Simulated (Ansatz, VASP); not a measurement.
# One calculation of V, two programs

```xyz
3
Lattice="4.4364 0.0000 0.0000 -2.2182 3.8421 0.0000 0.0000 0.0000 2.3705" Properties=species:S:1:pos:R:3 pbc="T T T"
V     0.0000    0.0000    0.0000
V     0.0000    2.5614    1.1853
V     2.2182    1.2807    1.1853
```

Alike in both runs: functional r2SCAN; k mesh 9 × 9 × 12; occupations fermi-dirac, width 0.05 eV; collinear spin.

Ansatz relaxed the structure, and its values are those at the end. VASP's run is a single point on that final structure, the one shown.

|  | VASP | Ansatz |
| --- | --- | --- |
| version | VASP 6.6.1 | Ansatz 0.2.0 |
| potentials or method | VASP PAW PBE potentials, release 64 (V_sv), cutoff 520 eV | plane waves (500 eV) with PAW, scalar-relativistic |
| valence electrons in the cell | 39 | 39 |

Ansatz gave:

| Quantity | Value |
| --- | --- |
| pressure (GPa) | 0.0 |
| net moment per atom (μB) | 0.00 |

Task: Estimate VASP's values.

Result: Pressure (GPa): 0.8; net moment per atom (μB): 0.00.

VASP's potentials were made for PBE, not for r2SCAN. The functional is the same, so the differences come from potentials, cutoffs and numerics. Ansatz's warnings: seeded moment not kept.
